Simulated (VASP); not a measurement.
**Hf: relaxation of cell and atoms with RPBE**

The system is Hf.

```
Hf
1.0
     0.00000    2.22000    2.22000
     2.22000    0.00000    2.22000
     2.22000    2.22000    0.00000
Hf
1
Direct
  0.00000 0.00000 0.00000
```

- Program: VASP 6.6.1
- Task: relaxation of cell and atoms
- Functional: RPBE
- Potentials or basis: VASP PAW PBE potentials, release 64 (Hf_pv)
- Cutoff: 600 eV
- k mesh: 10 × 10 × 10
- Occupations: fermi-dirac, width 0.05 eV
- Spin: no spin polarisation
- Dipole correction: no
- Further INCAR settings: ALGO = Fast; EDIFF = 1e-06; IBRION = 2; EDIFFG = -0.01; NSW = 60; ISIF = 3

```yaml
Relaxed_volume: 23.06 Å³/atom
Relaxed_cell: a = 3.195 Å, b = 3.195 Å, c = 3.195 Å, α = 60.00°, β = 60.00°, γ = 60.00°
Space_group_after_relaxing_to_0.05_Å: Fm-3m (No. 225)
Energy_gained_by_relaxing: 19.6 meV/atom
Ionic_steps: 6
Pressure_after_relaxing: 0.0 GPa
Band_gap_on_the_k_mesh: zero (band 5 reaches 6.05 eV, above the bottom of band 6 at 4.25 eV)
```

Step by step:
```csv
step,energy change (eV),largest force (eV/Å),pressure (GPa),volume (Å³)
1,0.0000,0.0000,5.76,21.88
2,0.0036,0.0000,-5.08,24.47
3,-0.0196,0.0000,0.19,23.07
4,-0.0196,0.0000,-0.21,23.12
5,-0.0196,0.0000,0.20,23.02
6,-0.0196,0.0000,0.00,23.06
```

Final structure:
```
Hf
1.0
     0.00000    2.25929    2.25929
     2.25929    0.00000    2.25929
     2.25929    2.25929    0.00000
Hf
1
Direct
  0.00000 0.00000 0.00000
```

Levels at points of the mesh, in eV from the Fermi level:
```tsv
k point	band 1	band 2	band 3	band 4	band 5	band 6	band 7	band 8	band 9
(0.00, 0.00, 0.00)	-30.16	-30.16	-30.16	-7.10	1.42	1.42	1.42	4.11	4.11
(0.50, 0.00, 0.00)	-30.88	-30.26	-30.26	-3.53	0.45	1.21	1.21	6.13	6.13
(0.50, 0.50, 0.00)	-30.84	-30.42	-30.42	-3.11	-2.01	2.34	6.15	6.71	6.71
```

Run time: 2.1 min on 1 thread of Intel Xeon 8259CL (shared host), peak memory 0.17 GiB.

Caveat: the PAW data sets were made with another functional, which shifts forces and pressure a little; spin-orbit coupling is left out, which moves the levels of the heavy elements. RPBE and its kin give volumes clearly too large for solids.
